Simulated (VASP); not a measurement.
Input of a VASP 6.6.1 run:

INCAR

```
PREC     = Accurate       # precision mode
ENCUT    = 520            # plane-wave cutoff, eV
EDIFF    = 1E-7           # SCF threshold, eV
ISMEAR   = 0              # smearing method
SIGMA    = 0.05           # smearing width, eV
LREAL    = F              # projectors in reciprocal space
LASPH    = T              # aspherical terms in the spheres
NELM     = 100            # most SCF steps
ALGO     = Normal         # electronic algorithm
ISIF     = 2              # what is computed and relaxed
LWAVE    = F              # write WAVECAR
LCHARG   = F              # write CHGCAR
GGA      = PE             # functional
NBANDS   = 26             # bands
```

The input KPOINTS:

```
regular mesh
0
Gamma
  12 12 6
```

Contents of POSCAR:

```
ZnO
1.0
    3.0048531289      0.0000000000      0.0000000000
   -1.5024265644      2.6022791443      0.0000000000
    0.0000000000      0.0000000000      6.3048510930
Zn O
2 2
Direct
    0.3333333333      0.6666666667      0.0015026883
    0.6666666667      0.3333333333      0.5015026883
    0.3333333333      0.6666666667      0.3805973117
    0.6666666667      0.3333333333      0.8805973117
```

Potentials or basis: VASP PAW PBE potentials, release 64 (Zn, O).

The run is started by

```sh
$ cat potpaw_PBE.64/Zn/POTCAR potpaw_PBE.64/O/POTCAR > POTCAR
$ mpirun -np 1 vasp_std > vasp.out
```

Question: Estimate the largest force.

Answer: 0.796 eV/Å.

Question: Predict the pressure.

Answer: 11.7 GPa.

Forces in eV/Å, atoms in the order of the input:
```
Zn   0.000  0.000  0.796
Zn   0.000  0.000  0.796
O    0.000  0.000 -0.796
O    0.000  0.000 -0.796
```
